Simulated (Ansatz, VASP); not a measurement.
**SiNi: VASP beside Ansatz**

```
CELL_PARAMETERS angstrom
5.73574 0.00000 0.00000
0.00000 5.31131 0.00000
0.00000 0.00000 3.38361
ATOMIC_POSITIONS crystal
Ni 0.19000 0.00500 0.25000
Ni 0.81000 0.99500 0.75000
Ni 0.69000 0.49500 0.75000
Ni 0.31000 0.50500 0.25000
Si 0.58300 0.18800 0.25000
Si 0.41700 0.81200 0.75000
Si 0.08300 0.31200 0.75000
Si 0.91700 0.68800 0.25000
```

Alike in both runs: task single point; functional PBE; k mesh 6 × 7 × 10; no spin polarisation.

|  | VASP | Ansatz |
| --- | --- | --- |
| version | VASP 6.6.1 | Ansatz 0.2.0 |
| potentials or method | VASP PAW PBE potentials, release 64 (Ni, Si), cutoff 600 eV | PAW plane waves |
| occupations | fermi-dirac, width 0.1 eV | fermi-dirac |
| valence electrons in the cell | 56 | 88 |

```csv
,VASP,Ansatz,Ansatz less VASP
pressure (GPa),-7.4,-7.5,-0.07
"traceless stress, the component that is largest in VASP (GPa)",-0.88,-0.97,-0.086
rms of the force components (eV/Å),0.133,0.133,-0.0004
```

Atom by atom the forces differ by 0.004 eV/Å (rms over components). VASP's potentials hold 56 valence electrons a cell and Ansatz's 88, so a difference there can come from the potentials and not from the codes.
